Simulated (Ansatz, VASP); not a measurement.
One calculation of SiO2, two programs

```
CELL_PARAMETERS angstrom
-2.47324 2.47324 3.65636
2.47324 -2.47324 3.65636
2.47324 2.47324 -3.65636
ATOMIC_POSITIONS crystal
Si 0.00000 0.00000 0.00000
Si 0.75000 0.25000 0.50000
O 0.97317 0.62500 0.84817
O 0.37500 0.22317 0.34817
O 0.77683 0.12500 0.15183
O 0.87500 0.02683 0.65183
```

Alike in both runs: task single point; functional r2SCAN; k mesh 6 × 6 × 6; occupations gaussian, width 0.05 eV; no spin polarisation.

|  | VASP | Ansatz |
| --- | --- | --- |
| version | VASP 6.6.1 | Ansatz 0.2.0 |
| potentials or method | VASP PAW PBE potentials, release 64 (Si, O), cutoff 520 eV | scalar-relativistic, plane waves, PAW |
| valence electrons in the cell | 32 | 32 |

```csv
,VASP,Ansatz,Ansatz less VASP
gap on the k mesh at the Fermi level (eV),6.55,6.56,+0.002
least direct gap on the mesh (eV),6.55,6.56,+0.002
pressure (GPa),0.2,0.0,-0.17
```

VASP's potentials were made for PBE, not for r2SCAN. With one functional, cell and mesh, what is left measures potentials, basis and numerics.
